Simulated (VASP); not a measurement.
Input of a VASP 6.6.1 run:

INCAR

```
  PREC = Accurate
  ENCUT = 520
  EDIFF = 1E-6
  ISMEAR = 0
  SIGMA = 0.1
  LREAL = False
  LASPH = True
  NELM = 80
  ALGO = Normal
  ISIF = 2
  LWAVE = False
  LCHARG = False
  GGA = PE
  NBANDS = 17
```

The input KPOINTS:

```
Automatic mesh
0
Gamma
  6 6 4
```

The input POSCAR:

```
Li2Ru
1.0
    2.6656960640     -0.0000000025      0.0000000000
   -1.3328480298      2.3085605115      0.0000000000
    0.0000000000      0.0000000000      7.1056122686
Li Ru
2 1
Direct
    0.6666666667      0.3333333333      0.6899040367
    0.3333333333      0.6666666667      0.3100959633
    0.0000000000      0.0000000000      0.0000000000
```

Potentials or basis: VASP PAW PBE potentials, release 64 (Li_sv, Ru_pv).

The run is started by

```bash
$ cat potpaw_PBE.64/Li_sv/POTCAR potpaw_PBE.64/Ru_pv/POTCAR > POTCAR
$ mpirun -np 1 vasp_std > vasp.out
```

Q: Estimate the band gap on the k mesh.

A: Zero (band 10 reaches 5.77 eV, above the bottom of band 11 at 3.24 eV).

Q: What does it give for the largest force?

A: 0.019 eV/Å.

Forces in eV/Å, atoms in the order of the input:
```
Li   0.000  0.000  0.019
Li   0.000  0.000 -0.019
Ru   0.000  0.000  0.000
```

Caveat: the k points lie up to 0.45 Å⁻¹ apart.
